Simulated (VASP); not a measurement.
# TiO2 (C2/m) in VASP: further runs, part 3 of 3

VASP 6.6.1.

### 5 Single point, b88 exchange, pbe correlation

This run uses another cell than the first one, of 12.15 Å³/atom.

INCAR reads:

```
PREC = Accurate
ENCUT = 600
EDIFF = 1E-6
ISMEAR = -1
SIGMA = 0.05
LREAL = False
LASPH = True
NELM = 120
ALGO = Normal
ISIF = 2
LWAVE = False
LCHARG = False
GGA = LIBXC
LIBXC1 = GGA_X_B88
LIBXC2 = GGA_C_PBE
NBANDS = 60
GGA_COMPAT = False
```

KPOINTS reads:

```
Automatic mesh
0
Gamma
  8 8 4
```

POSCAR reads:

```
TiO2
1.0
    6.1330391766     -1.8785606154     -0.0051238509
    6.1330391766      1.8785606154     -0.0051238509
   -1.9271600689      0.0000000000      6.3287036536
Ti O
4 8
Direct
    0.8993234973      0.8993234973      0.2901974269
    0.1942138221      0.1942138221      0.2813844353
    0.1006765027      0.1006765027      0.7098025731
    0.8057861779      0.8057861779      0.7186155647
    0.3614358196      0.3614358196      0.2934580937
    0.2642827693      0.2642827693      0.6545129055
    0.8669937098      0.8669937098      0.9965568578
    0.7357172307      0.7357172307      0.3454870945
    0.9419923022      0.9419923022      0.6305530929
    0.1330062902      0.1330062902      0.0034431422
    0.6385641804      0.6385641804      0.7065419063
    0.0580076978      0.0580076978      0.3694469071
```

The run is started by

```
$ cat potpaw_PBE.64/Ti_sv/POTCAR potpaw_PBE.64/O/POTCAR > POTCAR
$ mpirun -np 1 vasp_std > vasp.out
```

It took 22 min on 1 thread of AMD EPYC 9R45 (Zen 5), shared host; peak memory 0.75 GiB.

The run converged. Its results:

```yaml
Free_energy: -106.2623 eV
Pressure: 0.4 GPa
Largest_force: 0.084 eV/Å
Band_gap_on_the_k_mesh: 2.75 eV (least direct gap 2.93 eV)
```

Forces on the atoms (eV/Å):
```
Ti  -0.018  0.000  0.021
Ti  -0.001  0.000  0.084
Ti   0.018  0.000 -0.021
Ti   0.001  0.000 -0.084
O    0.007  0.000  0.000
O    0.002  0.000 -0.013
O    0.016  0.000  0.051
O   -0.002  0.000  0.013
O   -0.025  0.000 -0.011
O   -0.016  0.000 -0.051
O   -0.007  0.000  0.000
O    0.025  0.000  0.011
```

Stress tensor (GPa, compression positive):
```
0.38 0.00 0.04
0.00 0.34 0.00
0.04 0.00 0.50
```

Levels at points of the mesh, in eV from the valence-band top:
```
           k point  band 44  band 45  band 46  band 47  band 48  band 49  band 50  band 51  band 52  band 53
(0.00, 0.00, 0.00)    -0.87    -0.75    -0.73    -0.34    -0.18     2.75     3.10     3.33     3.33     3.38
(0.50, 0.00, 0.00)    -1.01    -0.86    -0.47    -0.22    -0.13     3.13     3.19     3.61     3.67     3.94
(0.50, 0.50, 0.00)    -0.89    -0.86    -0.61    -0.39    -0.13     2.90     2.93     3.45     3.51     3.53
(0.00, 0.00, 0.50)    -0.75    -0.69    -0.64    -0.58    -0.41     2.87     3.12     3.30     3.41     3.42
(0.50, 0.00, 0.50)    -0.78    -0.67    -0.51    -0.09    -0.01     3.18     3.22     3.47     3.68     3.83
(0.50, 0.50, 0.50)    -1.06    -0.82    -0.40    -0.21    -0.20     3.01     3.11     3.27     3.43     3.44
```

Caveat: the PAW data sets were made with another functional, which shifts forces and pressure a little.

### 6 Single point, revPBE

INCAR reads:

```
SYSTEM = TiO2
PREC = Accurate
ENCUT = 520
EDIFF = 1E-6
ISMEAR = -1
SIGMA = 0.05
LREAL = .FALSE.
LASPH = .TRUE.
NELM = 100
ALGO = Normal
ISIF = 2
LWAVE = .FALSE.
LCHARG = .FALSE.
GGA = RE
NBANDS = 60
```

KPOINTS reads:

```
Automatic mesh
0
G
  8 8 4
  0 0 0
```

POSCAR reads:

```
TiO2
1.0
    6.1535771931     -1.8834685000      0.0000000000
    6.1535771931      1.8834685000      0.0000000000
   -1.9283261078      0.0000000000      6.3289668713
Ti O
4 8
Direct
    0.9000710000      0.9000710000      0.2896020000
    0.1952860000      0.1952860000      0.2837620000
    0.0999290000      0.0999290000      0.7103980000
    0.8047140000      0.8047140000      0.7162380000
    0.3619310000      0.3619310000      0.2933970000
    0.2634885000      0.2634885000      0.6525000000
    0.8671885000      0.8671885000      0.9952910000
    0.7365115000      0.7365115000      0.3475000000
    0.9416475000      0.9416475000      0.6300210000
    0.1328115000      0.1328115000      0.0047090000
    0.6380690000      0.6380690000      0.7066030000
    0.0583525000      0.0583525000      0.3699790000
```

Potentials or basis: VASP PAW PBE potentials, release 64 (Ti_sv, O).

The run is started by

```
$ cat potpaw_PBE.64/Ti_sv/POTCAR potpaw_PBE.64/O/POTCAR > POTCAR
$ mpirun -np 1 vasp_std > vasp.out
```

OUTCAR:

```text
SYSTEM = TiO2
   PREC = Accurate
   ENCUT = 520
   EDIFF = 1E-6
   ISMEAR = -1
   LREAL = .FALSE.
   LASPH = .TRUE.
   NELM = 100
   ISIF = 2
   GGA = RE

 ion  position               nearest neighbor table
   1  0.900  0.900  0.290-  12 1.86   7 1.87   5 1.94   5 1.94   8 2.16   9 2.16
   2  0.195  0.195  0.284-  10 1.78  12 1.93   8 1.96   8 1.96   5 2.03   6 2.34
   3  0.100  0.100  0.710-   9 1.86  10 1.87  11 1.94  11 1.94   6 2.16  12 2.16
   4  0.805  0.805  0.716-   7 1.78   9 1.93   6 1.96   6 1.96  11 2.03   8 2.34
   5  0.362  0.362  0.293-   1 1.94   1 1.94   2 2.03
[... 1746 lines left out ...]
  energy-cutoff  :      520.00
  volume of cell :      146.71
      direct lattice vectors                 reciprocal lattice vectors
     6.153577193 -1.883468500  0.000000000     0.081253551 -0.265467673  0.024756544
     6.153577193  1.883468500  0.000000000     0.081253551  0.265467673  0.024756544
    -1.928326108  0.000000000  6.328966871     0.000000000  0.000000000  0.158003671

 POSITION                                       TOTAL-FORCE (eV/Angst)
 -----------------------------------------------------------------------------------
     10.51887      0.00000      1.83288         0.016558      0.000000     -0.053948
      1.85623      0.00000      1.79592        -0.062479      0.000000     -0.127104
     -0.14004      0.00000      4.49609        -0.016558      0.000000      0.053948
      8.52260      0.00000      4.53305         0.062479      0.000000      0.127104
      3.88858      0.00000      1.85690         0.024958      0.000000     -0.016113
      1.98456      0.00000      4.12965         0.039345      0.000000      0.051637
      8.75338      0.00000      6.29916        -0.003144      0.000000     -0.024304
      8.39427      0.00000      2.19932        -0.039345      0.000000     -0.051637
     10.37412      0.00000      3.98738         0.010186      0.000000      0.051731
      1.62545      0.00000      0.02980         0.003144      0.000000      0.024304
      6.49025      0.00000      4.47207        -0.024958      0.000000      0.016113
      0.00471      0.00000      2.34158        -0.010186      0.000000     -0.051731
 -----------------------------------------------------------------------------------
    total drift:                               -0.000000     -0.000000      0.000000

  FREE ENERGIE OF THE ION-ELECTRON SYSTEM (eV)
  ---------------------------------------------------
  free  energy   TOTEN  =      -103.7032268003 eV

  energy  without entropy=     -103.7032268003  energy(sigma->0) =     -103.70322680
```

OSZICAR:

```text
N       E                     dE             d eps       ncg     rms          rms(c)
DAV:   1     0.150988252348E+04    0.15099E+04   -0.48140E+04  9536   0.186E+03
DAV:   2     0.181472616906E+03   -0.13284E+04   -0.12601E+04  9532   0.576E+02
DAV:   3    -0.113630694027E+03   -0.29510E+03   -0.28641E+03 11892   0.239E+02
[... 11 lines left out ...]
DAV:  15    -0.103703214717E+03   -0.57586E-04   -0.18741E-04 13664   0.879E-02    0.235E-02
DAV:  16    -0.103703221244E+03   -0.65272E-05   -0.80917E-05 13040   0.555E-02    0.110E-02
DAV:  17    -0.103703224943E+03   -0.36983E-05   -0.16052E-05 11072   0.233E-02    0.721E-03
DAV:  18    -0.103703226113E+03   -0.11700E-05   -0.48583E-06  8204   0.146E-02    0.231E-03
DAV:  19    -0.103703226800E+03   -0.68747E-06   -0.11759E-06  5420   0.667E-03
   1 F= -.10370323E+03 E0= -.10370323E+03  d E =-.690904E-11
```

Run time: 30 min. Hardware: 1 thread of Oxide Virtual Turin-like, shared host; peak memory 0.61 GiB.

Results:

```yaml
Free_energy: -103.7032 eV
Pressure: 2.5 GPa
Largest_force: 0.142 eV/Å
Band_gap_on_the_k_mesh: 2.75 eV (least direct gap 2.92 eV)
```

Forces in eV/Å, atoms in the order of the input:
```
Ti   0.017  0.000 -0.054
Ti  -0.062  0.000 -0.127
Ti  -0.017  0.000  0.054
Ti   0.062  0.000  0.127
O    0.025  0.000 -0.016
O    0.039  0.000  0.052
O   -0.003  0.000 -0.024
O   -0.039  0.000 -0.052
O    0.010  0.000  0.052
O    0.003  0.000  0.024
O   -0.025  0.000  0.016
O   -0.010  0.000 -0.052
```

Caveat: the PAW data sets were made with another functional, which shifts forces and pressure a little.

### 7 The runs side by side

```csv
task,level,cell,k mesh,cutoff (eV),gap on the mesh (eV),pressure (GPa),largest force (eV/Å)
relaxation of cell and atoms,"b88 exchange, pbe correlation","relaxed from a = 6.435, b = 6.435, c = 6.616 Å, angles 106.2, 106.2, 34.0°, 12 atoms, atomic positions A",8 × 8 × 4,600,2.74,0.0,0.01
single point,BLYP+D4,"a = 6.396, b = 6.396, c = 6.647 Å, angles 106.3, 106.3, 33.9°, 12 atoms, atomic positions B",8 × 8 × 4,600,2.75,0.9,0.16
single point,PBEsol,"a = 6.306, b = 6.306, c = 6.480 Å, angles 106.3, 106.3, 34.1°, 12 atoms, atomic positions C",6 × 6 × 3,520,2.90,5.7,0.08
single point,"b88 exchange, pbe correlation","a = 6.414, b = 6.414, c = 6.616 Å, angles 106.2, 106.2, 34.1°, 12 atoms, atomic positions D",8 × 8 × 4,600,2.75,0.4,0.08
single point,revPBE,"a = 6.435, b = 6.435, c = 6.616 Å, angles 106.2, 106.2, 34.0°, 12 atoms, atomic positions A",8 × 8 × 4,520,2.75,2.5,0.14
```

Alike in all rows: potentials or basis VASP PAW PBE potentials, release 64 (Ti_sv, O); no spin polarisation; smearing fermi-dirac 0.05 eV.

Caveats: the PAW data sets were made with another functional, which shifts forces and pressure a little; the cell stands under pressure (at least some runs); an odd mesh through Γ misses points on the zone boundary, where band edges can lie (at least some runs).

Absolute energies hang on the potentials; compare differences alone.
